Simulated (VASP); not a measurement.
Here is a VASP 6.6.1 calculation.

Contents of INCAR:

```
SYSTEM = Cr2O3
PREC     = Accurate       ! precision mode
ENCUT    = 520            ! plane-wave cutoff, eV
EDIFF    = 1E-6           ! SCF threshold, eV
ISMEAR   = -1             ! smearing method
SIGMA    = 0.05           ! smearing width, eV
LREAL    = .False.        ! projectors in reciprocal space
LASPH    = .True.         ! aspherical terms in the spheres
NELM     = 150            ! most SCF steps
ALGO     = Normal         ! electronic algorithm
ISIF     = 2              ! what is computed and relaxed
LWAVE    = .False.        ! write WAVECAR
LCHARG   = .False.        ! write CHGCAR
ISPIN    = 2              ! spin polarisation
MAGMOM   = 3 3 3 3 0 0 0 0 0 0 ! initial moments
LORBIT   = 11             ! projections on sites
LMAXMIX  = 4              ! l up to which the mixer works
LDAU     = .True.         ! DFT+U
LDAUTYPE = 2            
LDAUL    = 2 -1           ! shell
LDAUU    = 3.7 0          ! U, eV
LDAUJ    = 0 0          
LDAUPRINT= 1            
GGA      = PE             ! functional
NBANDS   = 57             ! bands
```

Contents of KPOINTS:

```
Automatic mesh
0
Gamma
  4 4 4
  0 0 0
```

Contents of POSCAR:

```
Cr2O3
1.0
    2.4076009700      1.3900290700      4.4140000000
   -2.4076009700      1.3900290700      4.4140000000
    0.0000000000     -2.7800581400      4.4140000000
Cr O
4 6
Direct
    0.8469000000      0.8469000000      0.8469000000
    0.6531000000      0.6531000000      0.6531000000
    0.1531000000      0.1531000000      0.1531000000
    0.3469000000      0.3469000000      0.3469000000
    0.0606000000      0.4394000000      0.7500000000
    0.7500000000      0.0606000000      0.4394000000
    0.4394000000      0.7500000000      0.0606000000
    0.9394000000      0.5606000000      0.2500000000
    0.2500000000      0.9394000000      0.5606000000
    0.5606000000      0.2500000000      0.9394000000
```

Potentials or basis: VASP PAW PBE potentials, release 64 (Cr_pv, O).

The run is started by

```bash
$ cat potpaw_PBE.64/Cr_pv/POTCAR potpaw_PBE.64/O/POTCAR > POTCAR
$ mpirun -np 1 vasp_std > vasp.out
```

Question: Estimate the largest force.

Answer: 0.746 eV/Å.

Question: What does it give for the band gap on the k mesh?

Answer: 2.86 eV, indirect (least direct gap 2.97 eV).

Stress tensor (GPa, compression positive):
```
42.91  0.00  0.00
 0.00 42.91  0.00
 0.00  0.00 42.26
```

Caveat: only a ferromagnetic start was run, and an antiferromagnetic order may lie lower in energy. A k mesh can miss the band edges.
